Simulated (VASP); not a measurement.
# Ca2C (Fm-3m) in VASP: notebook, part 3 of 3

VASP 6.6.1.

### 5 Single point, PBE (21.29 Å³/atom)

This run uses another cell than the first one, of 21.29 Å³/atom.

Contents of INCAR:

```
SYSTEM = Ca2C
PREC     = Accurate       ! precision mode
ENCUT    = 520            ! plane-wave cutoff, eV
EDIFF    = 1E-6           ! SCF threshold, eV
ISMEAR   = 0              ! smearing method
SIGMA    = 0.01           ! smearing width, eV
LREAL    = .FALSE.        ! projectors in reciprocal space
LASPH    = .TRUE.         ! aspherical terms in the spheres
NELM     = 60             ! most SCF steps
ALGO     = Normal         ! electronic algorithm
ISIF     = 2              ! what is computed and relaxed
LWAVE    = .FALSE.        ! write WAVECAR
LCHARG   = .FALSE.        ! write CHGCAR
GGA      = PE             ! functional
NBANDS   = 19             ! bands
```

Contents of KPOINTS:

```
Automatic mesh
0
G
  6 6 6
  0 0 0
```

Contents of POSCAR:

```
Ca2C
1.0
    0.0000000000      3.1728890217      3.1728890217
    3.1728890217      0.0000000000      3.1728890217
    3.1728890217      3.1728890217      0.0000000000
C Ca
1 2
Direct
    0.0000000000      0.0000000000      0.0000000000
    0.2500000000      0.2500000000      0.2500000000
    0.7500000000      0.7500000000      0.7500000000
```

Started as:

```bash
$ cat potpaw_PBE.64/C/POTCAR potpaw_PBE.64/Ca_sv/POTCAR > POTCAR
$ mpirun -np 1 vasp_std > vasp.out
```

Run time: 24 s. Hardware: 1 thread of Intel Xeon 8259CL, shared host; peak memory 0.2 GiB.

The run converged. Its results:

| Property | Result |
| --- | --- |
| Free energy | -12.0590 eV |
| Pressure | -1.3 GPa |
| Band gap on the k mesh | 0.25 eV |

Levels at points of the mesh, in eV from the valence-band top:
| k point | band 10 | band 11 | band 12 | band 13 | band 14 | band 15 |
| --- | --- | --- | --- | --- | --- | --- |
| (0.00, 0.00, 0.00) | -0.96 | -0.96 | -0.96 | 0.67 | 1.89 | 1.89 |
| (0.50, 0.00, 0.00) | -1.91 | -0.36 | -0.36 | 2.70 | 2.94 | 2.94 |
| (0.50, 0.50, 0.00) | -1.96 | 0.00 | 0.00 | 0.25 | 2.43 | 2.68 |

### 6 The runs side by side

```tsv
cell	gap on the mesh (eV)	pressure (GPa)
a = 4.352 Å, angles 60.0°, 3 atoms	0.15	4.0
a = 4.443 Å, angles 60.0°, 3 atoms	0.22	0.2
a = 4.398 Å, angles 60.0°, 3 atoms	0.18	2.0
a = 4.487 Å, angles 60.0°, 3 atoms	0.25	-1.3
```

Alike in all rows: task single point; level PBE; potentials or basis VASP PAW PBE potentials, release 64 (C, Ca_sv); no spin polarisation; k mesh 6 × 6 × 6; cutoff (eV) 520; smearing gaussian 0.01 eV.

Caveats: the cell stands under pressure (at least some runs).

Absolute energies hang on the potentials; compare differences alone.
